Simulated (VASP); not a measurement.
# SnTe (R-3m) in VASP: a series of runs

The runs below take SnTe through single point, with LDA.

Everything below comes from runs of VASP 6.6.1. Logs are shortened: lines on timing, memory, paths and dates and some standing lists are left out, and cuts for length are marked.

### 1 The cell of the first run

It takes space group R-3m (No. 166, trigonal). The conventional cell has a = 4.573 Å, b = 4.573 Å, c = 10.418 Å, α = 90.00°, β = 90.00°, γ = 120.00°. Within 4.6 Å of Sn (site symmetry -3m) lie 6 Te at 3.16 Å and 12 Sn at 4.36 to 4.57 Å. Within 4.6 Å of Te (site symmetry -3m) lie 6 Sn at 3.16 Å and 12 Te at 4.36 to 4.57 Å.

### 2 Single point, LDA

The input, INCAR:

```
SYSTEM = SnTe
ALGO = Normal ; EDIFF = 1E-6
ENCUT = 520 ; ISIF = 2
ISMEAR = 0 ; LASPH = .TRUE.
LCHARG = .FALSE. ; LREAL = .FALSE.
LWAVE = .FALSE. ; NBANDS = 17
NELM = 80 ; PREC = Accurate
SIGMA = 0.03
```

The input, KPOINTS:

```
k-points
0
G
  10 10 10
  0 0 0
```

The input, POSCAR:

```
SnTe
1.0
   -0.1509100832      3.0828774132      3.0828774132
    3.0828774132     -0.1509100832      3.0828774132
    3.0828774132      3.0828774132     -0.1509100832
Sn Te
1 1
Direct
    0.0000000000      0.0000000000      0.0000000000
    0.5000000000      0.5000000000      0.5000000000
```

Potentials or basis: VASP PAW LDA potentials, release 64 (Sn_d, Te).

Started as:

```bash
$ cat potpaw_LDA.64/Sn_d/POTCAR potpaw_LDA.64/Te/POTCAR > POTCAR
$ mpirun -np 1 vasp_std > vasp.out
```

OUTCAR:

```text
SYSTEM = SnTe
   EDIFF = 1E-6
   ENCUT = 520
   ISIF = 2
   ISMEAR = 0
   LASPH = .TRUE.
   LREAL = .FALSE.
   NELM = 80
   PREC = Accurate

 ion  position               nearest neighbor table
   1  0.000  0.000  0.000-   2 3.16   2 3.16   2 3.16   2 3.16   2 3.16   2 3.16
   2  0.500  0.500  0.500-   1 3.16   1 3.16   1 3.16   1 3.16   1 3.16   1 3.16

  LATTYP: Found a trigonal (rhomboedric) cell.
 ALAT       =     4.3624580391
 COS(alpha) =     0.4505091948

  Lattice vectors:

 A1 = (  -0.1509100832,   3.0828774132,   3.0828774132)
 A2 = (   3.0828774132,  -0.1509100832,   3.0828774132)
 A3 = (   3.0828774132,   3.0828774132,  -0.1509100832)

Analysis of symmetry for initial positions (statically):
=====================================================================
 Subroutine PRICEL returns:
 Original cell was already a primitive cell.

 Routine SETGRP: Setting up the symmetry group for a
 trigonal (rhombohedral) supercell.

 Subroutine GETGRP returns: Found 12 space group operations
 (whereof 12 operations were pure point group operations)
 out of a pool of 12 trial point group operations.

The static configuration has the point symmetry D_3d.

Analysis of symmetry for dynamics (positions and initial velocities):
=====================================================================
 Subroutine PRICEL returns:
 Original cell was already a primitive cell.

 Routine SETGRP: Setting up the symmetry group for a
 trigonal (rhombohedral) supercell.

 Subroutine GETGRP returns: Found 12 space group operations
 (whereof 12 operations were pure point group operations)
 out of a pool of 12 trial point group operations.

The dynamic configuration has the point symmetry D_3d.

 Subroutine INISYM returns: Found 12 space group operations
 (whereof 12 operations are pure point group operations),
 and found     1 'primitive' translations

----------------------------------------------------------------------------------------

                                     Primitive cell

  volume of cell :      62.8995

  direct lattice vectors                    reciprocal lattice vectors
    -0.150910083  3.082877413  3.082877413    -0.150738166  0.158496748  0.158496748
     3.082877413 -0.150910083  3.082877413     0.158496748 -0.150738166  0.158496748
     3.082877413  3.082877413 -0.150910083     0.158496748  0.158496748 -0.150738166

  length of vectors
     4.362458039  4.362458039  4.362458039     0.270119294  0.270119294  0.270119294

  position of ions in fractional coordinates (direct lattice)
     0.000000000  0.000000000  0.000000000
[... 79 lines left out ...]
   LREAL  =      F    real-space projection
   EDIFFG = 0.1E-04   stopping-criterion for IOM
   NSW    =      0    number of steps for IOM
   IBRION =     -1    ionic relax: 0-MD 1-quasi-New 2-CG
   NFREE  =      0    steps in history (QN), initial steepest desc. (CG)
   ISIF   =      2    stress and relaxation
   ISYM   =      2    0-nonsym 1-usesym 2-fastsym
   POTIM  = 0.5000    time-step for ionic-motion
   TEBEG  =    0.0;   TEEND  =   0.0 temperature during run
   PSTRESS=    0.0 pullay stress
   NELECT =      20.0000    total number of electrons
   NUPDOWN=      -1.0000    fix difference up-down
   EMIN   =  10.00;   EMAX   =-10.00  energy-range for DOS
   EFERMI =   0.00;   METHOD = LEGACY
   ISMEAR =     0;   SIGMA  =   0.03  broadening in eV -4-tet -1-fermi 0-gaus
   EFERMI_NEDOS =   21; number of points for ismear=-14 and -15
   IALGO  =     38    algorithm
   IMIX   =      4    mixing-type and parameters
     AMIX     =   0.40;   BMIX     =  1.00
     AMIX_MAG =   1.60;   BMIX_MAG =  1.00
  volume/ion in A,a.u.               =      31.45       212.23
  Fermi-wavevector in a.u.,A,eV,Ry     =   1.117384  2.111549 16.987507  1.248547
  Thomas-Fermi vector in A             =   2.254006
   LORBIT       =      0    0 simple, 1 ext, 2 COOP (PROOUT), +10 PAW based schemes
   GGA     = CA    functional components
   LHFCALC =     F    Hartree Fock is set to
   AEXX    =    0.0000 exact exchange contribution
   IVDW    =     0    specifies the selected vdW correction
   LEPSILON=     F    determine dielectric tensor
   LRPA    =     F    only Hartree local field effects (RPA)
 non-spin polarized calculation
 Gauss-broadening in eV      SIGMA  =   0.03
  energy-cutoff  :      520.00
  volume of cell :       62.90
 maximum number of plane-waves:      1716
   NGX = 17   NGY = 17   NGZ = 17

 number of electron      19.9999997 magnetization

 Free energy of the ion-electron system (eV)
  ---------------------------------------------------
  ext. energy  EPLUGINS =         0.00000000
  ---------------------------------------------------
  free energy    TOTEN  =        -8.79824609 eV

  energy without entropy =       -8.79819929  energy(sigma->0) =       -8.79822269

 E-fermi :   6.6319     XC(G=0):  -9.7186

 val. band max:        6.6227879983   @ k =   0.5000   0.0000  -0.0000
 cond. band min:       6.6951507671   @ k =   0.5000   0.5000   0.5000
 fundamental gap:      0.0723627688
 Fermi energy:         6.6318623525

 k-point     1 :       0.0000    0.0000    0.0000
  band No.  band energies     occupation
      1     -15.1292      2.00000
      2     -15.1292      2.00000
      3     -15.1208      2.00000
      4     -15.1189      2.00000
      5     -15.1189      2.00000
      6      -6.0999      2.00000
[... 457 lines left out ...]
      4     -15.1122      2.00000
      5     -15.1106      2.00000
      6      -4.9244      2.00000
[... 9 lines left out ...]
     16      15.8084      0.00000
     17      15.9527      0.00000

 [... further k-points ...]

------------------------ aborting loop because EDIFF is reached ----------------------------------------

  FORCE on cell =-STRESS in cart. coord.  units (eV):
  Direction    XX          YY          ZZ          XY          YZ          ZX
  --------------------------------------------------------------------------------------
  -------------------------------------------------------------------------------------
  Total       -0.6862593     -0.6862593     -0.6862593      0.3059063      0.3059063      0.3059063
  in kB      -17.4804036    -17.4804036    -17.4804036      7.7920476      7.7920476      7.7920476
  external PRESSURE =     -17.4804036 kB  Pullay stress =       0.0000000 kB

 VOLUME and BASIS-vectors are now :
 -----------------------------------------------------------------------------
  energy-cutoff  :      520.00
  volume of cell :       62.90
      direct lattice vectors                 reciprocal lattice vectors
    -0.150910083  3.082877413  3.082877413    -0.150738166  0.158496748  0.158496748
     3.082877413 -0.150910083  3.082877413     0.158496748 -0.150738166  0.158496748
     3.082877413  3.082877413 -0.150910083     0.158496748  0.158496748 -0.150738166

 POSITION                                       TOTAL-FORCE (eV/Angst)
 -----------------------------------------------------------------------------------
      0.00000      0.00000      0.00000         0.000000      0.000000     -0.000000
      3.00742      3.00742      3.00742        -0.000000      0.000000      0.000000
 -----------------------------------------------------------------------------------
    total drift:                                0.000000     -0.000000     -0.000000

  FREE ENERGIE OF THE ION-ELECTRON SYSTEM (eV)
  ---------------------------------------------------
  free  energy   TOTEN  =        -8.7982460914 eV

  energy  without entropy=       -8.7981992898  energy(sigma->0) =       -8.79822269
```

OSZICAR:

```text
N       E                     dE             d eps       ncg     rms          rms(c)
DAV:   1     0.127403392432E+03    0.12740E+03   -0.95117E+03  3998   0.135E+03
DAV:   2     0.334468319338E+01   -0.12406E+03   -0.12076E+03  4251   0.337E+02
DAV:   3    -0.849576036937E+01   -0.11840E+02   -0.11736E+02  4856   0.911E+01
DAV:   4    -0.885280524477E+01   -0.35704E+00   -0.35681E+00  4652   0.165E+01
DAV:   5    -0.886724073723E+01   -0.14435E-01   -0.14435E-01  5793   0.325E+00    0.451E+00
DAV:   6    -0.880348064790E+01    0.63760E-01   -0.13520E-01  5480   0.248E+00    0.285E+00
DAV:   7    -0.879913114185E+01    0.43495E-02   -0.44789E-02  5174   0.102E+00    0.780E-01
DAV:   8    -0.879825758830E+01    0.87355E-03   -0.66813E-03  5007   0.636E-01    0.145E-01
DAV:   9    -0.879826873414E+01   -0.11146E-04   -0.72377E-04  5632   0.219E-01    0.437E-02
DAV:  10    -0.879824835526E+01    0.20379E-04   -0.63580E-05  5185   0.628E-02    0.275E-02
DAV:  11    -0.879824628484E+01    0.20704E-05   -0.35807E-05  5242   0.415E-02    0.221E-02
DAV:  12    -0.879824609137E+01    0.19347E-06   -0.31670E-06  4278   0.109E-02
   1 F= -.87982461E+01 E0= -.87982227E+01  d E =-.468016E-04
```

stdout:

```text
POSCAR found type information on POSCAR SnTe
 POSCAR found :  2 types and       2 ions
 scaLAPACK will be used
 LDA part: xc-table for (Slater(with rela. corr.)+CA(PZ))
 , standard interpolation
 POSCAR, INCAR and KPOINTS ok, starting setup
 FFT: planning ... GRIDC
 FFT: planning ... GRID_SOFT
 FFT: planning ... GRID
 WAVECAR not read
 entering main loop
```

Wall time 86 s (1 thread of Intel Xeon 8259CL, shared host); peak memory 0.25 GiB.

Results:

```yaml
Free_energy: -8.7982 eV
Pressure: -1.7 GPa
Band_gap_on_the_k_mesh: zero (bands 10 and 11 overlap by 0.32 eV)
```

Levels at points of the mesh, in eV from the Fermi level:
```tsv
k point	band 8	band 9	band 10	band 11	band 12	band 13
(0.00, 0.00, 0.00)	-2.27	-2.27	-1.64	3.18	3.41	3.41
(0.50, 0.00, 0.00)	-1.74	-1.53	-0.01	0.23	0.36	0.77
(0.50, 0.50, 0.00)	-5.48	-3.89	-3.39	2.26	4.68	4.90
(0.50, 0.50, 0.50)	-1.95	-1.95	-0.38	-0.33	0.06	0.06
```

Caveat: semilocal functionals underestimate gaps, and a narrow one can read as zero; spin-orbit coupling is left out, which moves the levels of the heavy elements.

[end of part 1 of 2]

The gap in the log of VASP goes by the Fermi energy; the results here count the filled bands.